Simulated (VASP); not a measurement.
Crystal: As.

```
As
1.0
     1.31486   -2.68297    0.00000
     1.31486    2.68297    0.00000
     0.00000    0.00000    2.95426
As
1
Direct
  0.50000 0.50000 0.00000
```

The cell was generated, and may not be a known phase.

* Program: VASP 6.6.1
* Task: relaxation of cell and atoms
* Functional: PBE
* Potentials or basis: VASP PAW PBE potentials, release 64 (As_d)
* Cutoff: 510 eV
* k mesh: 8 × 8 × 6
* Occupations: gaussian, width 0.1 eV
* Spin: no spin polarisation

At the start: pressure 0.2 GPa; volume 20.84 Å³/atom.

How do energy, volume and symmetry change on relaxing?

Over 10 steps the energy falls by 149.9 meV/atom and the volume is 20.41 Å³/atom (-2.1 %); space group Cmmm (No. 65, to 0.1 Å) before and after.

The path:
| step | energy change (eV) | largest force (eV/Å) | pressure (GPa) | volume (Å³) |
| --- | --- | --- | --- | --- |
| 1 | 0.0000 | 0.0000 | 0.22 | 20.84 |
| 2 | -0.1296 | 0.0000 | -1.76 | 20.84 |
| 3 | -0.1323 | 0.0000 | -1.71 | 20.83 |
| 4 | -0.1362 | 0.0000 | -1.56 | 20.79 |
| 5 | -0.1464 | 0.0000 | -0.97 | 20.70 |
| 6 | -0.1443 | 0.0000 | -0.39 | 20.65 |
| 7 | -0.1467 | 0.0000 | -0.94 | 20.69 |
| 8 | -0.1489 | 0.0000 | 0.70 | 20.27 |
| 9 | -0.1494 | 0.0000 | 0.24 | 20.39 |
| 10 | -0.1499 | 0.0000 | 0.15 | 20.41 |

Final structure:
```xyz
1
Lattice="1.5134 -2.4957 0.0000 1.5134 2.4957 0.0000 0.0000 0.0000 2.7021" Properties=species:S:1:pos:R:3 pbc="T T T"
As    1.5134    0.0000    0.0000
```

Caveat: an odd number of electrons without spin polarisation forces a metal; a magnetic or distorted state may lie lower.
